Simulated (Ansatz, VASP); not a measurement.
**Two plane-wave programs on N**

```
N
1.0
     2.47676    0.00000    0.00000
    -1.23838    2.14494    0.00000
     0.00000    0.00000    2.40454
N
2
Direct
  0.66667 0.33333 0.25000
  0.33333 0.66667 0.75000
```

Alike in both runs: task single point; functional PBEsol; k mesh 8 × 8 × 7; occupations fermi-dirac, width 0.1 eV; no spin polarisation.

```csv
,VASP,Ansatz
version,VASP 6.6.1,Ansatz 0.2.0
potentials or method,"VASP PAW PBE potentials, release 64 (N), cutoff 600 eV","plane waves, PAW"
valence electrons in the cell,10,10
```

|  | VASP | Ansatz | Ansatz less VASP |
| --- | --- | --- | --- |
| pressure (GPa) | 10.6 | 11.0 | +0.43 |
| traceless stress, the component that is largest in VASP (GPa) | -6.81 | -6.89 | -0.080 |

VASP's potentials were made for PBE, not for PBEsol. With one functional, cell and mesh, what is left measures potentials, basis and numerics.

The k mesh is coarse, so the values compare programs but aren't converged.
